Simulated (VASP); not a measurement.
A run of VASP 6.6.1 is set up as follows.

File INCAR:

```
PREC = Accurate
ENCUT = 500
EDIFF = 1E-6
ISMEAR = 0
SIGMA = 0.1
LREAL = F
LASPH = T
NELM = 120
ALGO = Normal
ISIF = 2
LWAVE = F
LCHARG = F
GGA = CA
NBANDS = 17
GGA_COMPAT = F
```

KPOINTS

```
Automatic mesh
0
Gamma
  6 6 6
```

POSCAR

```
PbSe
1.0
    0.0000000000      3.0908235400      3.0908235400
    3.0908235400      0.0000000000      3.0908235400
    3.0908235400      3.0908235400      0.0000000000
Pb Se
1 1
Direct
    0.0000000000      0.0000000000      0.0000000000
    0.5000000000      0.5000000000      0.5000000000
```

Potentials or basis: VASP PAW LDA potentials, release 64 (Pb_d, Se).

Launch:

```sh
$ cat potpaw_LDA.64/Pb_d/POTCAR potpaw_LDA.64/Se/POTCAR > POTCAR
$ mpirun -np 1 vasp_std > vasp.out
```

**Question.** Estimate the pressure.

**Answer.** -3.4 GPa.

**Question.** Estimate the band gap on the k mesh.

**Answer.** 0.26 eV, direct.

Caveat: spin-orbit coupling is left out, which moves the levels of the heavy elements. A k mesh can miss the band edges.
